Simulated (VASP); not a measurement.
# Si (Imma) in VASP: a series of runs

Runs on Si. Level: LDA. Tasks: single point.

All numbers are computed with VASP 6.6.1; they aren't measurements. Logs are shortened: lines on timing, memory, paths and dates and some standing lists are left out, and cuts for length are marked.

## 1. The cell of the first run

The structure is orthorhombic, space group Imma (No. 74). Conventional cell: a = 4.367 Å, b = 4.595 Å, c = 2.550 Å, α = 90.00°, β = 90.00°, γ = 90.00°. Si (site symmetry mm2) has 18 Si at 2.32 to 3.42 Å within 3.5 Å.

## 2. Single point, LDA (equal xx and yy strain of -3 %)

The input, INCAR:

```
PREC = Accurate
ENCUT = 520
EDIFF = 1E-7
ISMEAR = -1
SIGMA = 0.05
LREAL = False
LASPH = True
NELM = 60
ALGO = Normal
ISIF = 2
LWAVE = False
LCHARG = False
NBANDS = 11
```

The input, KPOINTS:

```
regular mesh
0
Gamma
  16 16 16
```

The input, POSCAR:

```
Si
1.0
   -2.1834700000      2.2974450000      1.2750000000
    2.1834700000     -2.2974450000      1.2750000000
    2.1834700000      2.2974450000     -1.2750000000
Si
2
Direct
    0.8070000000      0.5570000000      0.2500000000
    0.1930000000      0.4430000000      0.7500000000
```

Potentials or basis: VASP PAW LDA potentials, release 64 (Si).

Started as:

```console
cat potpaw_LDA.64/Si/POTCAR > POTCAR
mpirun -np 1 vasp_std > vasp.out
```

OUTCAR:

```text
PREC = Accurate
   ENCUT = 520
   EDIFF = 1E-7
   ISMEAR = -1
   LREAL = False
   LASPH = True
   NELM = 60
   ISIF = 2

 ion  position               nearest neighbor table
   1  0.807  0.557  0.250-   2 2.32   2 2.32   2 2.40   2 2.40   2 2.69   2 2.69
   2  0.193  0.443  0.750-   1 2.32   1 2.32   1 2.40   1 2.40   1 2.69   1 2.69

  LATTYP: Found a body centered orthorhombic cell.
 ALAT       =     2.5500000000
 B/A-ratio  =     1.7125254902
 C/A-ratio  =     1.8019176471

  Lattice vectors:

 A1 = (   2.1834700000,  -2.2974450000,   1.2750000000)
 A2 = (  -2.1834700000,  -2.2974450000,  -1.2750000000)
 A3 = (   2.1834700000,   2.2974450000,  -1.2750000000)

Analysis of symmetry for initial positions (statically):
=====================================================================
 Subroutine PRICEL returns:
 Original cell was already a primitive cell.

 Routine SETGRP: Setting up the symmetry group for a
 body centered orthorhombic supercell.

 Subroutine GETGRP returns: Found  8 space group operations
 (whereof  4 operations were pure point group operations)
 out of a pool of  8 trial point group operations.

The static configuration has the point symmetry C_2h.
 The point group associated with its full space group is D_2h.

Analysis of symmetry for dynamics (positions and initial velocities):
=====================================================================
 Subroutine PRICEL returns:
 Original cell was already a primitive cell.

 Routine SETGRP: Setting up the symmetry group for a
 body centered orthorhombic supercell.

 Subroutine GETGRP returns: Found  8 space group operations
 (whereof  4 operations were pure point group operations)
 out of a pool of  8 trial point group operations.

The dynamic configuration has the point symmetry C_2h.
 The point group associated with its full space group is D_2h.

 Subroutine INISYM returns: Found  8 space group operations
 (whereof  4 operations are pure point group operations),
 and found     1 'primitive' translations

----------------------------------------------------------------------------------------

                                     Primitive cell

  volume of cell :      25.5837

  direct lattice vectors                    reciprocal lattice vectors
    -2.183470000  2.297445000  1.275000000     0.000000000  0.217633066  0.392156863
     2.183470000 -2.297445000  1.275000000     0.228993300  0.000000000  0.392156863
     2.183470000  2.297445000 -1.275000000     0.228993300  0.217633066  0.000000000

  length of vectors
     3.416345967  3.416345967  3.416345967     0.448498781  0.454119958  0.315914677

  position of ions in fractional coordinates (direct lattice)
     0.807000000  0.557000000  0.250000000
     0.193000000  0.443000000  0.750000000

  ion indices of the primitive-cell ions
   primitive index   ion index
                 1           1
                 2           2

----------------------------------------------------------------------------------------

 KPOINTS: regular mesh

Automatic generation of k-mesh.
 Grid dimensions read from file:
 generate k-points for:   16   16   16

 Generating k-lattice:

  Cartesian coordinates                     Fractional coordinates (reciprocal lattice)
     0.000000000  0.013602067  0.024509804     0.062500000  0.000000000  0.000000000
     0.014312081  0.000000000  0.024509804     0.000000000  0.062500000  0.000000000
     0.014312081  0.013602067  0.000000000     0.000000000  0.000000000  0.062500000

  Length of vectors
     0.028031174  0.028382497  0.019744667

  Shift w.r.t. Gamma in fractional coordinates (k-lattice)
     0.000000000  0.000000000  0.000000000

 Subroutine IBZKPT returns following result:
 ===========================================

 Found    621 irreducible k-points:

 Following reciprocal coordinates:
            Coordinates               Weight
  0.000000  0.000000  0.000000      1.000000
  0.062500  0.000000  0.000000      4.000000
  0.125000  0.000000  0.000000      4.000000
  0.187500  0.000000  0.000000      4.000000
  0.250000  0.000000  0.000000      4.000000
  0.312500 -0.000000  0.000000      4.000000
[... 16 lines left out ...]
 -0.187500  0.062500  0.000000      8.000000
 -0.125000  0.062500  0.000000      8.000000
 [... further k-points ...]
   k-points           NKPTS =    621   k-points in BZ     NKDIM =    621   number of bands    NBANDS=     11
   number of dos      NEDOS =    301   number of ions     NIONS =      2
   total plane-waves  NPLWV =  21952
   dimension x,y,z NGX =    28 NGY =   28 NGZ =   28
   dimension x,y,z NGXF=    56 NGYF=   56 NGZF=   56
   ions per type =               2
   NGX,Y,Z   is equivalent  to a cutoff of  13.63, 13.63, 13.63 a.u.
   NGXF,Y,Z  is equivalent  to a cutoff of  27.25, 27.25, 27.25 a.u.
 SYSTEM =  unknown system
   PREC   = accura    normal or accurate (medium, high low for compatibility)
   ISTART =      0    job   : 0-new  1-cont  2-samecut
   ICHARG =      2    charge: 1-file 2-atom 10-const
   ISPIN  =      1    spin polarized calculation?
   LNONCOLLINEAR =      F non collinear calculations
   LSORBIT =      F    spin-orbit coupling
   LASPH  =      T    aspherical Exc in radial PAW
   ENCUT  =  520.0 eV  38.22 Ry    6.18 a.u.   6.35  6.35  6.35*2*pi/ulx,y,z
   NELM   =     60;   NELMIN=  2; NELMDL= -5     # of ELM steps
   EDIFF  = 0.1E-06   stopping-criterion for ELM
   LREAL  =      F    real-space projection
   EDIFFG = 0.1E-05   stopping-criterion for IOM
   NSW    =      0    number of steps for IOM
   IBRION =     -1    ionic relax: 0-MD 1-quasi-New 2-CG
   NFREE  =      0    steps in history (QN), initial steepest desc. (CG)
   ISIF   =      2    stress and relaxation
   ISYM   =      2    0-nonsym 1-usesym 2-fastsym
   POTIM  = 0.5000    time-step for ionic-motion
   TEBEG  =    0.0;   TEEND  =   0.0 temperature during run
   PSTRESS=    0.0 pullay stress
   NELECT =       8.0000    total number of electrons
   NUPDOWN=      -1.0000    fix difference up-down
   EMIN   =  10.00;   EMAX   =-10.00  energy-range for DOS
   EFERMI =   0.00;   METHOD = LEGACY
   ISMEAR =    -1;   SIGMA  =   0.05  broadening in eV -4-tet -1-fermi 0-gaus
   EFERMI_NEDOS =   21; number of points for ismear=-14 and -15
   IALGO  =     38    algorithm
   IMIX   =      4    mixing-type and parameters
     AMIX     =   0.40;   BMIX     =  1.00
     AMIX_MAG =   1.60;   BMIX_MAG =  1.00
  volume/ion in A,a.u.               =      12.79        86.32
  Fermi-wavevector in a.u.,A,eV,Ry     =   1.111179  2.099824 16.799366  1.234719
  Thomas-Fermi vector in A             =   2.247739
   LORBIT       =      0    0 simple, 1 ext, 2 COOP (PROOUT), +10 PAW based schemes
   GGA     = CA    functional components
   LHFCALC =     F    Hartree Fock is set to
   AEXX    =    0.0000 exact exchange contribution
   IVDW    =     0    specifies the selected vdW correction
   LEPSILON=     F    determine dielectric tensor
   LRPA    =     F    only Hartree local field effects (RPA)
 non-spin polarized calculation
  energy-cutoff  :      520.00
  volume of cell :       25.58
 maximum number of plane-waves:       706
 NGX is ok and might be reduce to    28
   NGX = 13   NGY = 13   NGZ = 13

 number of electron       8.0000000 magnetization

 Free energy of the ion-electron system (eV)
  ---------------------------------------------------
  ext. energy  EPLUGINS =         0.00000000
  ---------------------------------------------------
  free energy    TOTEN  =       -11.23834249 eV

  energy without entropy =      -11.23226689  energy(sigma->0) =      -11.23530469

 E-fermi :  11.5210     XC(G=0): -11.7035

 val. band max:       11.5209867680   @ k =   0.4375  -0.2500   0.0625
 cond. band min:      11.5279064148   @ k =   0.3750   0.3125   0.0000
 fundamental gap:      0.0069196468
 Fermi energy:        11.5210312811

 k-point     1 :       0.0000    0.0000    0.0000
  band No.  band energies     occupation
      1      -3.8046      2.00000
      2       8.6772      2.00000
      3       9.1175      2.00000
      4      10.5405      2.00000
      5      12.4934      0.00000
      6      19.4394      0.00000
      7      21.4721      0.00000
      8      21.5026      0.00000
      9      22.1232      0.00000
     10      22.7230      0.00000
     11      24.0688      0.00000

 k-point     2 :       0.0625    0.0000    0.0000
  band No.  band energies     occupation
      1      -3.6913      2.00000
      2       8.6104      2.00000
      3       8.8751      2.00000
      4      10.9504      1.99998
      5      12.7741      0.00000
      6      18.7003      0.00000
      7      19.9404      0.00000
      8      21.4438      0.00000
      9      21.6505      0.00000
     10      22.2773      0.00000
     11      23.6431      0.00000

 k-point     3 :       0.1250    0.0000    0.0000
  band No.  band energies     occupation
      1      -3.3518      2.00000
      2       8.4808      2.00000
      3       8.5139      2.00000
      4      11.7609      0.01635
      5      13.5427      0.00000
      6      17.3489      0.00000
      7      17.6962      0.00000
      8      19.8071      0.00000
      9      20.4405      0.00000
     10      21.2274      0.00000
     11      24.1641      0.00000

 k-point     4 :       0.1875    0.0000    0.0000
  band No.  band energies     occupation
      1      -2.7875      2.00000
      2       8.2781      2.00000
      3       8.4053      2.00000
      4      12.3458      0.00000
      5      14.6648      0.00000
      6      15.7092      0.00000
      7      15.9787      0.00000
      8      17.9327      0.00000
      9      19.3305      0.00000
     10      20.0474      0.00000
     11      25.2029      0.00000

 k-point     5 :       0.2500    0.0000    0.0000
  band No.  band energies     occupation
      1      -2.0006      2.00000
      2       8.2145      2.00000
      3       8.4579      2.00000
      4      11.3560      1.92888
      5      14.5003      0.00000
      6      15.6680      0.00000
      7      15.6823      0.00000
      8      16.5922      0.00000
      9      18.3821      0.00000
     10      19.0870      0.00000
     11      26.1132      0.00000
[... 211 lines left out ...]
 k-point    21 :      -0.3125    0.0625   -0.0000
  band No.  band energies     occupation
      1      -1.7348      2.00000
      2       7.0017      2.00000
      3       8.6754      2.00000
      4      11.0108      1.99993
      5      14.0522      0.00000
      6      15.8307      0.00000
      7      16.2345      0.00000
      8      17.7809      0.00000
      9      17.9703      0.00000
     10      20.0053      0.00000
     11      25.0952      0.00000

 k-point    22 :      -0.2500    0.0625    0.0000
  band No.  band energies     occupation
      1      -2.5732      2.00000
      2       6.9948      2.00000
      3       8.6312      2.00000
      4      12.5299      0.00000
      5      15.1171      0.00000
      6      15.3398      0.00000
      7      16.2893      0.00000
      8      17.9528      0.00000
      9      19.1598      0.00000
     10      20.8738      0.00000
     11      24.4168      0.00000

 k-point    23 :      -0.1875    0.0625    0.0000
  band No.  band energies     occupation
      1      -3.1897      2.00000
      2       7.1794      2.00000
      3       8.7276      2.00000
      4      12.2661      0.00000
      5      14.5307      0.00000
      6      16.5449      0.00000
      7      17.3198      0.00000
      8      19.5199      0.00000
      9      20.5702      0.00000
     10      21.8924      0.00000
     11      23.9512      0.00000

 k-point    24 :      -0.1250    0.0625    0.0000
  band No.  band energies     occupation
      1      -3.5820      2.00000
      2       7.5404      2.00000
      3       8.9001      2.00000
      4      11.5053      1.15629
      5      13.6072      0.00000
      6      17.7781      0.00000
      7      19.5786      0.00000
      8      21.0723      0.00000
      9      21.8806      0.00000
     10      22.6615      0.00000
     11      24.0020      0.00000

 [... further k-points ...]
[... 5 lines left out ...]
  --------------------------------------------------------------------------------------
  -------------------------------------------------------------------------------------
  Total        3.4125588      4.6958851      2.8131615      0.0000000      0.0000000      0.0000000
  in kB      213.7116479    294.0800189    176.1743639      0.0000000      0.0000000      0.0000000
  external PRESSURE =     227.9886769 kB  Pullay stress =       0.0000000 kB

 VOLUME and BASIS-vectors are now :
 -----------------------------------------------------------------------------
  energy-cutoff  :      520.00
  volume of cell :       25.58
      direct lattice vectors                 reciprocal lattice vectors
    -2.183470000  2.297445000  1.275000000     0.000000000  0.217633066  0.392156863
     2.183470000 -2.297445000  1.275000000     0.228993300  0.000000000  0.392156863
     2.183470000  2.297445000 -1.275000000     0.228993300  0.217633066  0.000000000

 POSITION                                       TOTAL-FORCE (eV/Angst)
 -----------------------------------------------------------------------------------
      0.00000      1.14872      1.42035        -0.000000      0.000000     -0.036468
      2.18347      1.14872     -0.14535         0.000000     -0.000000      0.036468
 -----------------------------------------------------------------------------------
    total drift:                                0.000000     -0.000000     -0.000000

  FREE ENERGIE OF THE ION-ELECTRON SYSTEM (eV)
  ---------------------------------------------------
  free  energy   TOTEN  =       -11.2383424872 eV

  energy  without entropy=      -11.2322668894  energy(sigma->0) =      -11.23530469
```

Run time: 71 s. Hardware: 1 thread of Intel Xeon 6975P-C (Granite Rapids), shared host; peak memory 0.24 GiB.

What came out:

```
Free energy            : -11.2383 eV
Pressure               : 22.8 GPa
Largest force          : 0.036 eV/Å
Band gap on the k mesh : zero (bands 4 and 5 overlap by 8.26 eV)
```

Forces on the atoms (eV/Å):
```
Si   0.000  0.000 -0.036
Si   0.000  0.000  0.036
```

Levels at points of the mesh, in eV from the Fermi level:
| k point | band 1 | band 2 | band 3 | band 4 | band 5 | band 6 | band 7 | band 8 | band 9 |
| --- | --- | --- | --- | --- | --- | --- | --- | --- | --- |
| (0.00, 0.00, 0.00) | -15.33 | -2.84 | -2.40 | -0.98 | 0.97 | 7.92 | 9.95 | 9.98 | 10.60 |
| (0.50, 0.00, 0.00) | -8.38 | -8.08 | -1.75 | -1.59 | -1.23 | -0.17 | 5.18 | 5.45 | 10.94 |
| (0.00, 0.50, 0.00) | -8.30 | -7.75 | -2.82 | -2.49 | -1.30 | 0.80 | 5.58 | 6.41 | 10.32 |
| (0.50, 0.50, 0.00) | -11.77 | -11.77 | 0.35 | 0.35 | 3.45 | 3.45 | 8.29 | 8.29 | 10.21 |
| (0.50, 0.50, 0.50) | -9.21 | -8.13 | -8.03 | -7.69 | 5.14 | 6.02 | 15.40 | 15.51 | 15.92 |

Caveat: the cell differs from its parent crystal (equal xx and yy strain of -3 %); the cell stands under pressure.

## 3. Single point, LDA (equal xx and yy strain of -2 %)

The input, INCAR:

```
  PREC = Accurate
  ENCUT = 520
  EDIFF = 1E-6
  ISMEAR = -1
  SIGMA = 0.05
  LREAL = False
  LASPH = True
  NELM = 60
  ALGO = Normal
  ISIF = 2
  LWAVE = False
  LCHARG = True
  LELF = True
  LVHAR = True
  NBANDS = 11
```

KPOINTS is that of step 2.

The input, POSCAR:

```
Si
1.0
   -2.2059800000      2.3211300000      1.2750000000
    2.2059800000     -2.3211300000      1.2750000000
    2.2059800000      2.3211300000     -1.2750000000
Si
2
Direct
    0.8070000000      0.5570000000      0.2500000000
    0.1930000000      0.4430000000      0.7500000000
```

Potentials or basis: VASP PAW LDA potentials, release 64 (Si).

Started as:

```console
cat potpaw_LDA.64/Si/POTCAR > POTCAR
mpirun -np 1 vasp_std > vasp.out
```

It took 68 s on 1 thread of Intel Xeon 6975P-C (Granite Rapids), shared host; peak memory 0.24 GiB.

It converged, with:

```yaml
Free_energy: -11.3138 eV
Pressure: 18.5 GPa
Largest_force: 0.017 eV/Å
Band_gap_on_the_k_mesh: zero (bands 4 and 5 overlap by 7.96 eV)
```

Forces in eV/Å, atoms in the order of the input:
```
Si   0.000  0.000 -0.017
Si   0.000  0.000  0.017
```

Stress tensor (GPa, compression positive):
```
17.37  0.00  0.00
 0.00 23.18  0.00
 0.00  0.00 14.81
```

Levels at points of the mesh, in eV from the Fermi level:
```csv
k point,band 1,band 2,band 3,band 4,band 5,band 6,band 7,band 8,band 9
"(0.00, 0.00, 0.00)",-15.13,-2.88,-2.43,-1.22,1.03,7.88,9.68,9.94,10.61
"(0.50, 0.00, 0.00)",-8.22,-7.91,-1.76,-1.51,-1.26,-0.09,5.06,5.36,10.66
"(0.00, 0.50, 0.00)",-8.15,-7.59,-2.81,-2.39,-1.35,0.91,5.43,6.36,10.01
"(0.50, 0.50, 0.00)",-11.65,-11.65,0.28,0.28,3.27,3.27,8.41,8.41,10.28
"(0.50, 0.50, 0.50)",-9.20,-8.14,-7.90,-7.57,5.34,6.20,15.03,15.18,15.50
```

Caveat: the cell differs from its parent crystal (equal xx and yy strain of -2 %); the cell stands under pressure.

(Part 1 of 2 ends here.)
